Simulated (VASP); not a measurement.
Runs of VASP 6.6.1 on Al. The structure is that of space group Pm-3m (No. 221), or close to it. The cells are those of the table. 

```tsv
task	cell	k mesh	cutoff (eV)	gap on the mesh (eV)	pressure (GPa)
single point	a = 2.712 Å, 1 atom	13 × 13 × 13	520	none	4.2
single point	a = 2.750 Å, 1 atom	13 × 13 × 13	520	none	1.8
single point	a = 2.825 Å, 1 atom	13 × 13 × 13	520	none	-1.5
single point	a = 2.788 Å, 1 atom	12 × 12 × 12	520	none	(a)
relaxation of cell and atoms	relaxed from a = 2.617 Å, 1 atom	12 × 12 × 12	600	none	0.0
single point	a = 2.672 Å, 1 atom	13 × 13 × 13	520	none	(b)
single point	a = 2.788 Å, 1 atom	13 × 13 × 13	520	none	0.0
```

Alike in all rows: level BLYP; potentials or basis VASP PAW PBE potentials, release 64 (Al); no spin polarisation; smearing fermi-dirac 0.1 eV.

Q: Estimate the missing entries.

A: (a) 0.1; (b) 7.1.

Caveats: the PAW data sets were made with another functional, which shifts forces and pressure a little.

A gap of «none» marks levels without a gap at the run's occupations.
